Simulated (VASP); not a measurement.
Rh:

```
Rh
1.0
     0.00000    1.89785    1.89785
     1.89785    0.00000    1.89785
     1.89785    1.89785    0.00000
Rh
1
Direct
  0.00000 0.00000 0.00000
```

Base run:

* Program: VASP 6.6.1
* Functional: revPBE
* Potentials or basis: VASP PAW PBE potentials, release 64 (Rh_pv)
* Cutoff: 520 eV
* k mesh: 15 × 15 × 15
* Occupations: gaussian, width 0.15 eV
* Spin: no spin polarisation

Its results: pressure 11.0 GPa.

Question: The run is repeated on the same cell with these changes: functional from revPBE to r2SCAN; further incar settings from ALGO = Normal; EDIFF = 1e-06; NBANDS = 14 to ALGO = Normal; EDIFF = 1e-07; NBANDS = 14. What comes out?

Answer: Pressure 2.2 GPa.

Caveats: the PAW data sets were made with another functional, which shifts forces and pressure a little.
